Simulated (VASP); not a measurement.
Crystal: Cr.

```
Cr
1.0
     2.96890    0.00000    0.00000
     0.00000    2.96890    0.00000
     0.00000    0.00000    2.96890
Cr
2
Direct
  0.00000 0.00000 0.00000
  0.50000 0.50000 0.50000
```

Base run:

- Program: VASP 6.6.1
- Functional: PBE
- Potentials or basis: VASP PAW PBE potentials, release 64 (Cr_pv)
- Cutoff: 520 eV
- k mesh: 11 × 11 × 11
- Occupations: fermi-dirac, width 0.05 eV
- Spin: collinear spin, ferrimagnetic start
- Starting moments: [-1.55, 1.85] μB
- Fixed moment: 0.3 μB

Its results: pressure -14.1 GPa; site moments Cr -1.60, +1.84 μB.

Task: The run is repeated on the same cell with these changes: fixed moment from 0.3 μB to 0.1 μB; moments at the start from [-1.55, 1.85] to [-1.65, 1.75]. What comes out?

Result: Pressure -13.4 GPa; site moments Cr -1.76, +1.84 μB.

Caveats: the cell stands under tension; the total moment is fixed, so each spin has its own Fermi level.
